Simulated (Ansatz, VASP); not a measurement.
# Two plane-wave programs on CdTe4

```
Cd Te
1.0
     4.46639    0.00000    0.00000
     0.00000    4.46639    0.00000
     0.00000    0.00000    8.52487
Cd Te
1 4
Cartesian
  0.0000 0.0000 0.0000
  0.0000 2.2332 6.2546
  2.2332 0.0000 6.2546
  0.0000 2.2332 2.2702
  2.2332 0.0000 2.2702
```

Alike in both runs: functional PBE; k mesh 8 × 8 × 6; occupations gaussian, width 0.1 eV; no spin polarisation.

Ansatz relaxed the structure, and its values are those at the end. VASP's run is a single point on that final structure, the one shown.

|  | VASP | Ansatz |
| --- | --- | --- |
| version | VASP 6.6.1 | Ansatz 0.2.0 |
| potentials or method | VASP PAW PBE potentials, release 64 (Cd, Te), cutoff 520 eV | scalar-relativistic, plane waves, PAW |
| valence electrons in the cell | 36 | 84 |

|  | VASP | Ansatz | Ansatz less VASP |
| --- | --- | --- | --- |
| gap on the k mesh at the Fermi level (eV) | none | none | - |
| pressure (GPa) | 0.0 | 0.0 | -0.02 |
| rms of the force components (eV/Å) | 0.005 | 0.000 | -0.0046 |

A gap of «none» marks a metal or a gap that the smearing closes. VASP's potentials hold 36 valence electrons a cell and Ansatz's 84, so a difference there can come from the potentials and not from the codes.

Neither program's run includes spin-orbit coupling.
